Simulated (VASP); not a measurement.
# BiTe (I4mm) in VASP: further runs

BiTe is run at these levels: PBEsol; tasks: single point.

All numbers are computed with VASP 6.6.1; they aren't measurements. Logs are shortened: lines on timing, memory, paths and dates and some standing lists are left out, and cuts for length are marked.

### Step 1. The cell of the first run

It takes space group I4mm (No. 107, tetragonal). The conventional cell has a = 4.575 Å, b = 4.575 Å, c = 6.470 Å, α = 90.00°, β = 90.00°, γ = 90.00°. Bi (site symmetry 4mm) has 6 Te at 3.14 to 3.33 Å within 4.1 Å. Te (site symmetry 4mm) has 6 Bi at 3.14 to 3.33 Å within 4.1 Å.

### Step 2. Single point, PBEsol (all Bi atoms moved -0.100 Å, as atom 1 along Cartesian [1 0 0])

The input, INCAR:

```
SYSTEM = BiTe
ALGO = Normal
EDIFF = 1E-6
ENCUT = 520
GGA = PS
ISIF = 2
ISMEAR = 0
LASPH = .True.
LCHARG = .False.
LREAL = .False.
LWAVE = .False.
NBANDS = 18
NELM = 100
PREC = Accurate
SIGMA = 0.15
```

The input, KPOINTS:

```
k-points
0
Gamma
  14 14 14
  0 0 0
```

The input, POSCAR:

```
BiTe
1.0
    0.0000000000      3.2350000000      3.2350000000
    3.2350000000      0.0000000000      3.2350000000
    3.2350000000      3.2350000000      0.0000000000
Bi Te
1 1
Direct
    0.0154559505     -0.0154559505     -0.0154559505
    0.5000000000      0.5000000000      0.5000000000
```

Potentials or basis: VASP PAW PBE potentials, release 64 (Bi_d, Te).

The run is started by

```console
cat potpaw_PBE.64/Bi_d/POTCAR potpaw_PBE.64/Te/POTCAR > POTCAR
mpirun -np 1 vasp_std > vasp.out
```

OUTCAR:

```text
SYSTEM = BiTe
   EDIFF = 1E-6
   ENCUT = 520
   GGA = PS
   ISIF = 2
   ISMEAR = 0
   LASPH = .True.
   LREAL = .False.
   NELM = 100
   PREC = Accurate

 ion  position               nearest neighbor table
   1  0.015  0.985  0.985-   2 3.14   2 3.24   2 3.24   2 3.24   2 3.24   2 3.33
   2  0.500  0.500  0.500-   1 3.14   1 3.24   1 3.24   1 3.24   1 3.24   1 3.33

  LATTYP: Found a face centered cubic cell.
 ALAT       =     6.4700000000

  Lattice vectors:

 A1 = (   0.0000000000,   3.2350000000,   3.2350000000)
 A2 = (   3.2350000000,   0.0000000000,   3.2350000000)
 A3 = (   3.2350000000,   3.2350000000,   0.0000000000)

Analysis of symmetry for initial positions (statically):
=====================================================================
 Subroutine PRICEL returns:
 Original cell was already a primitive cell.

 Routine SETGRP: Setting up the symmetry group for a
 face centered cubic supercell.

 Subroutine GETGRP returns: Found  8 space group operations
 (whereof  8 operations were pure point group operations)
 out of a pool of 48 trial point group operations.

The static configuration has the point symmetry C_4v.

Analysis of symmetry for dynamics (positions and initial velocities):
=====================================================================
 Subroutine PRICEL returns:
 Original cell was already a primitive cell.

 Routine SETGRP: Setting up the symmetry group for a
 face centered cubic supercell.

 Subroutine GETGRP returns: Found  8 space group operations
 (whereof  8 operations were pure point group operations)
 out of a pool of 48 trial point group operations.

The dynamic configuration has the point symmetry C_4v.

 Subroutine INISYM returns: Found  8 space group operations
 (whereof  8 operations are pure point group operations),
 and found     1 'primitive' translations

----------------------------------------------------------------------------------------

                                     Primitive cell

  volume of cell :      67.7100

  direct lattice vectors                    reciprocal lattice vectors
     0.000000000  3.235000000  3.235000000    -0.154559505  0.154559505  0.154559505
     3.235000000  0.000000000  3.235000000     0.154559505 -0.154559505  0.154559505
     3.235000000  3.235000000  0.000000000     0.154559505  0.154559505 -0.154559505

  length of vectors
     4.574980874  4.574980874  4.574980874     0.267704916  0.267704916  0.267704916

  position of ions in fractional coordinates (direct lattice)
     0.015455950  0.984544050  0.984544050
     0.500000000  0.500000000  0.500000000

  ion indices of the primitive-cell ions
   primitive index   ion index
                 1           1
                 2           2

----------------------------------------------------------------------------------------

 KPOINTS: k-points

Automatic generation of k-mesh.
 Grid dimensions read from file:
 generate k-points for:   14   14   14

 Generating k-lattice:

  Cartesian coordinates                     Fractional coordinates (reciprocal lattice)
    -0.011039965  0.011039965  0.011039965     0.071428571  0.000000000  0.000000000
     0.011039965 -0.011039965  0.011039965     0.000000000  0.071428571  0.000000000
     0.011039965  0.011039965 -0.011039965     0.000000000  0.000000000  0.071428571

  Length of vectors
     0.019121780  0.019121780  0.019121780

  Shift w.r.t. Gamma in fractional coordinates (k-lattice)
     0.000000000  0.000000000  0.000000000

 Subroutine IBZKPT returns following result:
 ===========================================

 Found    244 irreducible k-points:

 Following reciprocal coordinates:
            Coordinates               Weight
  0.000000  0.000000  0.000000      1.000000
  0.071429  0.000000  0.000000      8.000000
  0.142857  0.000000  0.000000      8.000000
  0.214286  0.000000  0.000000      8.000000
  0.285714  0.000000  0.000000      8.000000
  0.357143  0.000000  0.000000      8.000000
[... 16 lines left out ...]
 -0.428571  0.071429  0.000000     16.000000
  0.000000 -0.428571  0.071429      8.000000
 [... further k-points ...]
   k-points           NKPTS =    244   k-points in BZ     NKDIM =    244   number of bands    NBANDS=     18
   number of dos      NEDOS =    301   number of ions     NIONS =      2
   total plane-waves  NPLWV =  46656
   dimension x,y,z NGX =    36 NGY =   36 NGZ =   36
   dimension x,y,z NGXF=    72 NGYF=   72 NGZF=   72
   ions per type =               1   1
   NGX,Y,Z   is equivalent  to a cutoff of  13.08, 13.08, 13.08 a.u.
   NGXF,Y,Z  is equivalent  to a cutoff of  26.16, 26.16, 26.16 a.u.
 SYSTEM =  BiTe
   PREC   = accura    normal or accurate (medium, high low for compatibility)
   ISTART =      0    job   : 0-new  1-cont  2-samecut
   ICHARG =      2    charge: 1-file 2-atom 10-const
   ISPIN  =      1    spin polarized calculation?
   LNONCOLLINEAR =      F non collinear calculations
   LSORBIT =      F    spin-orbit coupling
   LASPH  =      T    aspherical Exc in radial PAW
   ENCUT  =  520.0 eV  38.22 Ry    6.18 a.u.   8.51  8.51  8.51*2*pi/ulx,y,z
   NELM   =    100;   NELMIN=  2; NELMDL= -5     # of ELM steps
   EDIFF  = 0.1E-05   stopping-criterion for ELM
   LREAL  =      F    real-space projection
   EDIFFG = 0.1E-04   stopping-criterion for IOM
   NSW    =      0    number of steps for IOM
   IBRION =     -1    ionic relax: 0-MD 1-quasi-New 2-CG
   NFREE  =      0    steps in history (QN), initial steepest desc. (CG)
   ISIF   =      2    stress and relaxation
   ISYM   =      2    0-nonsym 1-usesym 2-fastsym
   POTIM  = 0.5000    time-step for ionic-motion
   TEBEG  =    0.0;   TEEND  =   0.0 temperature during run
   PSTRESS=    0.0 pullay stress
   NELECT =      21.0000    total number of electrons
   NUPDOWN=      -1.0000    fix difference up-down
   EMIN   =  10.00;   EMAX   =-10.00  energy-range for DOS
   EFERMI =   0.00;   METHOD = LEGACY
   ISMEAR =     0;   SIGMA  =   0.15  broadening in eV -4-tet -1-fermi 0-gaus
   EFERMI_NEDOS =   21; number of points for ismear=-14 and -15
   IALGO  =     38    algorithm
   IMIX   =      4    mixing-type and parameters
     AMIX     =   0.40;   BMIX     =  1.00
     AMIX_MAG =   1.60;   BMIX_MAG =  1.00
  volume/ion in A,a.u.               =      33.86       228.46
  Fermi-wavevector in a.u.,A,eV,Ry     =   1.108146  2.094092 16.707785  1.227988
  Thomas-Fermi vector in A             =   2.244669
   LORBIT       =      0    0 simple, 1 ext, 2 COOP (PROOUT), +10 PAW based schemes
   GGA     = PS    functional components
   LHFCALC =     F    Hartree Fock is set to
   AEXX    =    0.0000 exact exchange contribution
   IVDW    =     0    specifies the selected vdW correction
   LEPSILON=     F    determine dielectric tensor
   LRPA    =     F    only Hartree local field effects (RPA)
 non-spin polarized calculation
 Gauss-broadening in eV      SIGMA  =   0.15
  energy-cutoff  :      520.00
  volume of cell :       67.71
 maximum number of plane-waves:      1845
 NGX is ok and might be reduce to    36
   NGX = 17   NGY = 17   NGZ = 17

 number of electron      21.0000000 magnetization

 Free energy of the ion-electron system (eV)
  ---------------------------------------------------
  ext. energy  EPLUGINS =         0.00000000
  ---------------------------------------------------
  free energy    TOTEN  =        -7.97072249 eV

  energy without entropy =       -7.95482384  energy(sigma->0) =       -7.96277316

 E-fermi :   6.5091     XC(G=0):  -9.5920

 val. band max:        6.4982102235   @ k =   0.4286   0.2143  -0.3571
 cond. band min:       6.5176981354   @ k =   0.3571   0.1429  -0.3571
 fundamental gap:      0.0194879119
 Fermi energy:         6.5091038336

 k-point     1 :       0.0000    0.0000    0.0000
  band No.  band energies     occupation
      1     -16.5719      2.00000
      2     -16.5654      2.00000
      3     -16.5649      2.00000
      4     -16.5649      2.00000
      5     -16.5610      2.00000
      6      -7.0552      2.00000
[... 10 lines left out ...]
     17      12.4711      0.00000
     18      12.9196      0.00000

 k-point     2 :       0.0714    0.0000    0.0000
  band No.  band energies     occupation
      1     -16.5721      2.00000
      2     -16.5656      2.00000
      3     -16.5648      2.00000
      4     -16.5646      2.00000
      5     -16.5608      2.00000
      6      -7.0096      2.00000
[... 10 lines left out ...]
     17      12.8061      0.00000
     18      13.3020      0.00000

 k-point     3 :       0.1429    0.0000    0.0000
  band No.  band energies     occupation
      1     -16.5726      2.00000
      2     -16.5663      2.00000
      3     -16.5643      2.00000
      4     -16.5636      2.00000
      5     -16.5601      2.00000
      6      -6.8733      2.00000
[... 10 lines left out ...]
     17      13.6245      0.00000
     18      14.1192      0.00000

 k-point     4 :       0.2143    0.0000    0.0000
  band No.  band energies     occupation
      1     -16.5734      2.00000
      2     -16.5674      2.00000
      3     -16.5637      2.00000
      4     -16.5620      2.00000
      5     -16.5591      2.00000
      6      -6.6484      2.00000
[... 10 lines left out ...]
     17      14.6552      0.00000
     18      15.1097      0.00000

 k-point     5 :       0.2857    0.0000    0.0000
  band No.  band energies     occupation
      1     -16.5744      2.00000
      2     -16.5685      2.00000
      3     -16.5632      2.00000
      4     -16.5603      2.00000
      5     -16.5577      2.00000
      6      -6.3388      2.00000
[... 10 lines left out ...]
     17      15.6081      0.00000
     18      16.2412      0.00000

 k-point     6 :       0.3571    0.0000    0.0000
  band No.  band energies     occupation
      1     -16.5753      2.00000
      2     -16.5696      2.00000
      3     -16.5626      2.00000
      4     -16.5588      2.00000
      5     -16.5565      2.00000
      6      -5.9517      2.00000
[... 10 lines left out ...]
     17      15.8013      0.00000
     18      17.1935      0.00000

 k-point     7 :       0.4286    0.0000    0.0000
  band No.  band energies     occupation
      1     -16.5760      2.00000
      2     -16.5703      2.00000
      3     -16.5623      2.00000
      4     -16.5577      2.00000
      5     -16.5556      2.00000
      6      -5.5041      2.00000
[... 10 lines left out ...]
     17      15.0455      0.00000
     18      16.3711      0.00000

 k-point     8 :       0.5000    0.0000    0.0000
  band No.  band energies     occupation
      1     -16.5762      2.00000
      2     -16.5705      2.00000
      3     -16.5622      2.00000
      4     -16.5573      2.00000
      5     -16.5552      2.00000
      6      -5.1507      2.00000
[... 10 lines left out ...]
     17      14.6846      0.00000
     18      15.6571      0.00000
[... 229 lines left out ...]
     17      15.1112      0.00000
     18      16.2126      0.00000

 k-point    20 :       0.0000    0.4286    0.0714
  band No.  band energies     occupation
      1     -16.5766      2.00000
      2     -16.5694      2.00000
      3     -16.5619      2.00000
      4     -16.5576      2.00000
      5     -16.5566      2.00000
      6      -5.6273      2.00000
[... 10 lines left out ...]
     17      15.1080      0.00000
     18      16.2047      0.00000

 k-point    21 :       0.5000    0.0714    0.0000
  band No.  band energies     occupation
      1     -16.5760      2.00000
      2     -16.5706      2.00000
      3     -16.5621      2.00000
      4     -16.5576      2.00000
      5     -16.5551      2.00000
      6      -5.1949      2.00000
[... 10 lines left out ...]
     17      14.7791      0.00000
     18      15.7391      0.00000

 k-point    22 :       0.0000    0.5000    0.0714
  band No.  band energies     occupation
      1     -16.5767      2.00000
      2     -16.5700      2.00000
      3     -16.5619      2.00000
      4     -16.5572      2.00000
      5     -16.5557      2.00000
      6      -5.1911      2.00000
[... 10 lines left out ...]
     17      14.7545      0.00000
     18      15.7310      0.00000

 k-point    23 :      -0.4286    0.0714    0.0000
  band No.  band energies     occupation
      1     -16.5761      2.00000
      2     -16.5704      2.00000
      3     -16.5620      2.00000
      4     -16.5576      2.00000
      5     -16.5554      2.00000
      6      -5.3246      2.00000
[... 10 lines left out ...]
     17      15.1190      0.00000
     18      16.0919      0.00000

 k-point    24 :       0.0000   -0.4286    0.0714
  band No.  band energies     occupation
      1     -16.5762      2.00000
      2     -16.5702      2.00000
      3     -16.5621      2.00000
      4     -16.5577      2.00000
      5     -16.5553      2.00000
      6      -5.3253      2.00000
[... 10 lines left out ...]
     17      15.1149      0.00000
     18      16.0975      0.00000

 [... further k-points ...]
[... 5 lines left out ...]
  --------------------------------------------------------------------------------------
  -------------------------------------------------------------------------------------
  Total       -0.5911617     -0.6934208     -0.6934208      0.0000000      0.0000000      0.0000000
  in kB      -13.9882699    -16.4079608    -16.4079608      0.0000000      0.0000000      0.0000000
  external PRESSURE =     -15.6013971 kB  Pullay stress =       0.0000000 kB

 VOLUME and BASIS-vectors are now :
 -----------------------------------------------------------------------------
  energy-cutoff  :      520.00
  volume of cell :       67.71
      direct lattice vectors                 reciprocal lattice vectors
     0.000000000  3.235000000  3.235000000    -0.154559505  0.154559505  0.154559505
     3.235000000  0.000000000  3.235000000     0.154559505 -0.154559505  0.154559505
     3.235000000  3.235000000  0.000000000     0.154559505  0.154559505 -0.154559505

 POSITION                                       TOTAL-FORCE (eV/Angst)
 -----------------------------------------------------------------------------------
      6.37000      3.23500      3.23500         0.234126      0.000000      0.000000
      3.23500      3.23500      3.23500        -0.234126      0.000000      0.000000
 -----------------------------------------------------------------------------------
    total drift:                               -0.000103     -0.000000     -0.000000

  FREE ENERGIE OF THE ION-ELECTRON SYSTEM (eV)
  ---------------------------------------------------
  free  energy   TOTEN  =        -7.9707224902 eV

  energy  without entropy=       -7.9548238382  energy(sigma->0) =       -7.96277316
```

Run time: 4.4 min. Hardware: 1 thread of Intel Xeon Platinum 8259CL at 2.50GHz (Skylake/Cascade Lake), shared host; peak memory 0.43 GiB.

Results:

| Property | Result |
| --- | --- |
| Free energy | -7.9707 eV |
| Pressure | -1.6 GPa |
| Largest force | 0.234 eV/Å |
| Band gap on the k mesh | zero (an odd number of electrons rules out a gap without spin polarisation) |

Forces on the atoms (eV/Å):
```
Bi   0.234  0.000  0.000
Te  -0.234  0.000  0.000
```

Stress tensor (GPa, compression positive):
```
-1.40  0.00  0.00
 0.00 -1.64  0.00
 0.00  0.00 -1.64
```

Caveat: the cell differs from its parent crystal (all Bi atoms moved -0.100 Å, as atom 1 along Cartesian [1 0 0]); the PAW data sets were made with another functional, which shifts forces and pressure a little; spin-orbit coupling is left out, which moves the levels of the heavy elements.

[end of part 1 of 2]
